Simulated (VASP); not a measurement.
# Sn8S8O (a cell with a defect) in VASP: further runs, part 2 of 2

VASP 6.6.1. Earlier steps stand in the parts before.

**4. Single point, LDA, collinear spin, zero start**

INCAR

```
SYSTEM = Sn8S8O
PREC     = Accurate       ! precision mode
ENCUT    = 520            ! plane-wave cutoff, eV
EDIFF    = 1E-7           ! SCF threshold, eV
ISMEAR   = -1             ! smearing method
SIGMA    = 0.05           ! smearing width, eV
LREAL    = Auto         
LASPH    = .TRUE.         ! aspherical terms in the spheres
NELM     = 150            ! most SCF steps
ALGO     = Normal         ! electronic algorithm
ISIF     = 2              ! what is computed and relaxed
LWAVE    = .FALSE.        ! write WAVECAR
LCHARG   = .FALSE.        ! write CHGCAR
ISPIN    = 2              ! spin polarisation
MAGMOM   = 0 0 0 0 0 0 0 0 0 0 0 0 0 0 0 0 0 ! initial moments
LORBIT   = 11             ! projections on sites
GGA      = CA             ! functional
NBANDS   = 101            ! bands
```

KPOINTS

```
Automatic mesh
0
G
  1 1 1
  0 0 0
```

POSCAR

```
Sn8S8O
1.0
    2.0452200000      5.8981200000      4.0903230000
    2.0452200000     -5.8981200000      4.0903230000
    8.1808790000      0.0000000000      0.0000000000
Sn S O
8 8 1
Direct
    0.0303509917      0.7999012891     -0.0405394787
    0.5918889876      0.7395462072      0.1180462529
    0.0868633147      0.7598913304      0.5239046397
    0.5170595759      0.6656832051      0.6607762821
    0.5507196145      0.2066777842      0.3009157931
    1.0272301412      0.2109361356      0.3946492262
    0.5296213363      0.2719290547      0.7150030100
    1.0033069410      0.2890115384      0.9114576074
    0.2042603930      0.5064414269      0.0209951063
    0.3580386685      0.9502443204      0.1920176873
    0.2716755126      0.5190933338      0.5015113584
    0.2967138108      0.9426993113      0.6426726877
    0.7285793816     -0.0292214091      0.3234076788
    0.8189517496      0.4358635791      0.3995568928
    0.7563123444      0.0330140731      0.8266170205
    0.7862802201      0.4971881026      0.8756424483
    0.2867293605      1.0208446379      1.0353317176
```

The run is started by

```sh
cat potpaw_LDA.64/Sn_d/POTCAR potpaw_LDA.64/S/POTCAR potpaw_LDA.64/O/POTCAR > POTCAR
mpirun -np 1 vasp_gam > vasp.out
```

Run time: 2.4 min. Hardware: 1 thread of Intel Xeon Platinum 8488C (Sapphire Rapids), shared host; peak memory 0.4 GiB.

Results (log left out):

```
Free energy                                           : -85.9800 eV
Pressure                                              : -0.8 GPa
Largest force                                         : 2.643 eV/Å
Band gap on the k mesh                                : 1.11 eV
Net moment                                            : 0.00 μB per cell
Valence electrons inside the program's atomic spheres : Sn 12.09, 12.16, 12.27, 12.23, 12.07, 12.11, 12.21; S 3.65, 3.68, 3.71, 3.69, 3.67; O 5.05
```

Forces in eV/Å, atoms in the order of the input:
```
Sn   1.172  0.494 -0.552
Sn   0.286 -0.204 -0.668
Sn  -1.695 -0.511 -1.963
Sn   0.537 -0.779  0.773
Sn  -0.797 -1.199  0.574
Sn   0.139  0.110  0.225
Sn   0.799  1.362 -0.465
Sn  -0.904  0.408 -0.906
S    0.594  0.029  1.112
S    0.681  0.917 -0.040
S    0.450  0.524 -0.209
S    0.877  0.189  1.293
S   -0.222  1.044  0.533
S    0.269 -0.403  0.547
S   -0.981 -0.612  0.064
S    0.326 -0.089 -0.245
O   -1.531 -1.282 -0.074
```

Stress tensor (GPa, compression positive):
```
-0.51  0.92  2.20
 0.92 -0.14 -0.15
 2.20 -0.15 -1.87
```

Levels at points of the mesh, in eV from the valence-band top:
Spin up:
```csv
k point,band 81,band 82,band 83,band 84,band 85,band 86
"(0.00, 0.00, 0.00)",-0.42,-0.29,0.00,1.11,1.54,1.71
```
Spin down:
| k point | band 80 | band 81 | band 82 | band 83 | band 84 | band 85 | band 86 | band 87 |
| --- | --- | --- | --- | --- | --- | --- | --- | --- |
| (0.00, 0.00, 0.00) | -0.83 | -0.42 | -0.29 | 0.00 | 1.11 | 1.54 | 1.71 | 2.35 |

Caveat: the k points lie up to 0.93 Å⁻¹ apart; spin-orbit coupling is left out, which moves the levels of the heavy elements.

**5. Single point, LDA, collinear spin, ferromagnetic start**

INCAR

```
SYSTEM = Sn8S8O
  PREC = Accurate
  ENCUT = 520
  EDIFF = 1E-7
  ISMEAR = -1
  SIGMA = 0.05
  LREAL = Auto
  LASPH = .TRUE.
  NELM = 150
  ALGO = Normal
  ISIF = 2
  LWAVE = .FALSE.
  LCHARG = .FALSE.
  ISPIN = 2
  MAGMOM = 0 0 0 0 0 0 0 0 0 0 0 0 0 0 0 0 1
  LORBIT = 11
  NBANDS = 101
```

KPOINTS is that of step 4.

POSCAR

```
Sn8S8O
1.0
    2.0452200000      5.8981200000      4.0903230000
    2.0452200000     -5.8981200000      4.0903230000
    8.1808790000      0.0000000000      0.0000000000
Sn S O
8 8 1
Direct
    0.0077348890      0.7699248065      0.0275010772
    0.5476302688      0.7520336801      0.1535822947
    0.0130158179      0.7287589813      0.5672175855
    0.5086511293      0.7473966476      0.6780230620
    0.5268869524      0.2429222646      0.3003213796
    1.0349146644      0.2606821774      0.4163269813
    0.5222584401      0.2628274294      0.7702565823
    0.9935602386      0.2608796047      0.9297357652
    0.1987157585      0.5208606010      0.0612653310
    0.2990560404      0.9405046398      0.2366002454
    0.2270828580      0.4985048001      0.5690887861
    0.2729434532      0.9583366550      0.6763748587
    0.7253468326     -0.0013798543      0.3084605311
    0.7953380721      0.4642241434      0.4314559372
    0.7199881988      0.0198133054      0.8117935265
    0.7493779911      0.4587329954      0.9249262106
    0.1978604948      0.9911021224      1.0881679456
```

The run is started by

```sh
cat potpaw_LDA.64/Sn_d/POTCAR potpaw_LDA.64/S/POTCAR potpaw_LDA.64/O/POTCAR > POTCAR
mpirun -np 1 vasp_gam > vasp.out
```

Wall time 1.9 min (1 thread of Intel Xeon Platinum 8488C (Sapphire Rapids), shared host); peak memory 0.39 GiB.

It converged, with:

| Property | Result |
| --- | --- |
| Free energy | -88.1914 eV |
| Pressure | -3.7 GPa |
| Largest force | 0.121 eV/Å |
| Band gap on the k mesh | 1.72 eV |
| Net moment | 0.00 μB per cell |
| Valence electrons inside the program's atomic spheres | Sn 12.12, 12.11, 12.13, 12.07, 12.08, 12.10; S 3.65, 3.63, 3.68, 3.66, 3.67; O 5.02 |

Forces on the atoms (eV/Å):
```
Sn   0.020 -0.033  0.002
Sn  -0.003  0.055 -0.020
Sn   0.010  0.005 -0.026
Sn  -0.017  0.013 -0.012
Sn   0.030 -0.009  0.043
Sn   0.007 -0.007 -0.012
Sn   0.013 -0.022  0.036
Sn   0.017  0.007 -0.004
S    0.025  0.000  0.017
S   -0.098 -0.070  0.003
S    0.000 -0.003  0.018
S    0.012  0.007 -0.006
S   -0.041 -0.008  0.012
S   -0.014  0.003 -0.004
S   -0.012  0.016 -0.006
S   -0.003 -0.003  0.009
O    0.055  0.050 -0.049
```

Stress tensor (GPa, compression positive):
```
-3.52  0.72  1.26
 0.72 -2.57  0.11
 1.26  0.11 -4.90
```

Levels at points of the mesh, in eV from the valence-band top:
Spin up:
| k point | band 80 | band 81 | band 82 | band 83 | band 84 | band 85 | band 86 | band 87 |
| --- | --- | --- | --- | --- | --- | --- | --- | --- |
| (0.00, 0.00, 0.00) | -0.75 | -0.39 | -0.25 | 0.00 | 1.72 | 1.79 | 1.97 | 2.33 |
Spin down:
| k point | band 80 | band 81 | band 82 | band 83 | band 84 | band 85 | band 86 | band 87 |
| --- | --- | --- | --- | --- | --- | --- | --- | --- |
| (0.00, 0.00, 0.00) | -0.75 | -0.39 | -0.25 | 0.00 | 1.72 | 1.79 | 1.97 | 2.33 |

Caveat: the k points lie up to 0.93 Å⁻¹ apart; spin-orbit coupling is left out, which moves the levels of the heavy elements.

**6. Single point, LDA, collinear spin, ferromagnetic start**

INCAR

```
SYSTEM = Sn8S8O
ALGO = Normal
EDIFF = 1E-7
ENCUT = 520
ISIF = 2
ISMEAR = -1
ISPIN = 2
LASPH = .True.
LCHARG = .False.
LORBIT = 11
LREAL = Auto
LWAVE = .False.
MAGMOM = 0 0 0 0 0 0 0 0 0 0 0 0 0 0 0 0 1
NBANDS = 101
NELM = 150
PREC = Accurate
SIGMA = 0.05
```

KPOINTS

```
k-points
0
Gamma
  1 1 1
  0 0 0
```

POSCAR

```
Sn8S8O
1.0
    2.0452200000      5.8981200000      4.0903230000
    2.0452200000     -5.8981200000      4.0903230000
    8.1808790000      0.0000000000      0.0000000000
Sn S O
8 8 1
Direct
    0.0482507925      0.7331300422      0.0361457845
    0.5529757589      0.7846936623      0.0759663780
    0.0557912488      0.6998947936      0.5123234059
    0.4890391541      0.6763700324      0.6759764841
    0.5351471785      0.2778448517      0.2853424968
    1.0169758383      0.1911194637      0.3847360811
    0.5948853388      0.2381784559      0.7526332153
    0.9840627998      0.2630025298      0.9277214645
    0.2525238829      0.5256787187      0.0251078735
    0.3650828100      1.0403318724      0.1108460085
    0.2962226187      0.4805864499      0.5349736326
    0.3325537364      0.9739445524      0.6431367057
    0.7608083948      0.0007696028      0.2222872931
    0.8372476537      0.5107876970      0.3629159092
    0.8275853013      0.0388254931      0.7171477924
    0.8236564912      0.5213228662      0.8839051792
    0.1806521031      1.1347696863      1.1062959185
```

Potentials or basis: VASP PAW LDA potentials, release 64 (Sn_d, S, O).

The run is started by

```sh
cat potpaw_LDA.64/Sn_d/POTCAR potpaw_LDA.64/S/POTCAR potpaw_LDA.64/O/POTCAR > POTCAR
mpirun -np 1 vasp_gam > vasp.out
```

OUTCAR:

```text
SYSTEM = Sn8S8O
   EDIFF = 1E-7
   ENCUT = 520
   ISIF = 2
   ISMEAR = -1
   ISPIN = 2
   LASPH = .True.
   LORBIT = 11
   LREAL = Auto
   NELM = 150
   PREC = Accurate

 ion  position               nearest neighbor table
   1  0.048  0.733  0.036-   9 2.43  14 2.52  16 2.79  12 3.04  10 3.18   2 3.75
   2  0.553  0.785  0.076-  10 2.66  13 2.70   9 2.78  15 2.85   7 3.56   5 3.65   4 3.70   1 3.75

   3  0.056  0.700  0.512-  14 2.65  11 2.72  16 2.79  12 3.15   6 3.63
   4  0.489  0.676  0.676-  11 2.51   9 2.65  12 2.74   7 3.49   2 3.70
   5  0.535  0.278  0.285-  14 2.82  10 2.84  12 2.87  13 3.04  16 3.10  11 3.27   6 3.57   2 3.65
[... 7 lines left out ...]
   9  0.253  0.526  0.025-   1 2.43   4 2.65   2 2.78   8 2.88   6 2.99
  10  0.365  0.040  0.111-  17 1.70   2 2.66   7 2.71   5 2.84   1 3.18
  11  0.296  0.481  0.535-   4 2.51   3 2.72   8 3.09   5 3.27
[... 450 lines left out ...]
      3.57308     -1.02712      0.85118        -1.007775      0.429017      1.279151
[... 9 lines left out ...]
      9.98190      1.78320      5.50140        -0.262493     -0.676770      0.031815
      1.51470      0.27062      1.29018        -0.399328      2.277582      0.134099
 -----------------------------------------------------------------------------------
    total drift:                                0.004622      0.001794     -0.000591

  FREE ENERGIE OF THE ION-ELECTRON SYSTEM (eV)
  ---------------------------------------------------
  free  energy   TOTEN  =       -85.6695395848 eV

  energy  without entropy=      -85.6695107176  energy(sigma->0) =      -85.66952515

 total charge

# of ion       s       p       d       tot
------------------------------------------
    1        1.311   0.874  10.027  12.212
    2        1.347   0.726   9.997  12.070
    3        1.338   0.755   9.990  12.084
    4        1.322   0.817  10.005  12.144
    5        1.332   0.698   9.983  12.013
    6        1.345   0.715  10.014  12.074
[... 9 lines left out ...]
   16        1.377   2.297   0.000   3.674
   17        1.591   3.329   0.000   4.920
--------------------------------------------------
tot         23.263  27.745  80.064 131.072

 magnetization (x)

# of ion       s       p       d       tot
------------------------------------------
    1        0.000  -0.000  -0.000  -0.000
    2        0.000   0.000   0.000   0.000
    3        0.000  -0.000  -0.000  -0.000
    4        0.000   0.000   0.000   0.000
    5        0.000  -0.000   0.000   0.000
    6        0.000  -0.000  -0.000  -0.000
[... 9 lines left out ...]
   16       -0.000   0.000   0.000   0.000
   17        0.000   0.000   0.000   0.000
--------------------------------------------------
tot          0.000   0.000  -0.000   0.000
```

stdout:

```text
POSCAR found type information on POSCAR SnS O
 POSCAR found :  3 types and      17 ions
 scaLAPACK will be used
 LDA part: xc-table for (Slater(with rela. corr.)+CA(PZ))
 , standard interpolation
 POSCAR, INCAR and KPOINTS ok, starting setup
 FFT: planning ... GRIDC
 FFT: planning ... GRID_SOFT
 FFT: planning ... GRID
 WAVECAR not read
 entering main loop
```

Run time: 2 min. Hardware: 1 thread of Intel Xeon Platinum 8488C (Sapphire Rapids), shared host; peak memory 0.39 GiB.

Results:

* Free energy: -85.6695 eV
* Pressure: -2.7 GPa
* Largest force: 2.523 eV/Å
* Band gap on the k mesh: 1.14 eV
* Net moment: 0.00 μB per cell
* Valence electrons inside the program's atomic spheres: Sn 12.21, 12.07, 12.08, 12.14, 12.01, 12.23; S 3.68, 3.56, 3.65, 3.62, 3.67; O 4.92

Forces on the atoms (eV/Å):
```
Sn  -0.749 -1.402  0.868
Sn   0.373  1.043 -0.064
Sn   0.677  0.142  0.430
Sn  -0.388 -0.341  1.269
Sn   0.203  0.258 -1.002
Sn  -1.008  0.429  1.279
Sn  -0.723 -0.527 -0.489
Sn  -0.924  1.517  0.803
S    0.139  0.877 -0.450
S    0.364 -1.688 -0.775
S   -0.465 -1.185 -0.236
S   -0.335  0.563  0.478
S    1.075 -1.306  0.026
S    0.490  0.634 -0.802
S    1.932 -0.616 -1.501
S   -0.262 -0.677  0.032
O   -0.399  2.278  0.134
```

Stress tensor (GPa, compression positive):
```
-0.61  0.81 -0.45
 0.81 -3.92 -0.60
-0.45 -0.60 -3.71
```

Levels at points of the mesh, in eV from the valence-band top:
Spin up:
```tsv
k point	band 80	band 81	band 82	band 83	band 84	band 85	band 86	band 87
(0.00, 0.00, 0.00)	-0.71	-0.66	-0.38	0.00	1.14	1.43	1.52	1.90
```
Spin down:
```
           k point  band 79  band 80  band 81  band 82  band 83  band 84  band 85  band 86  band 87  band 88
(0.00, 0.00, 0.00)    -1.16    -0.71    -0.66    -0.38     0.00     1.14     1.43     1.52     1.90     2.06
```

Caveat: the k points lie up to 0.93 Å⁻¹ apart; spin-orbit coupling is left out, which moves the levels of the heavy elements.
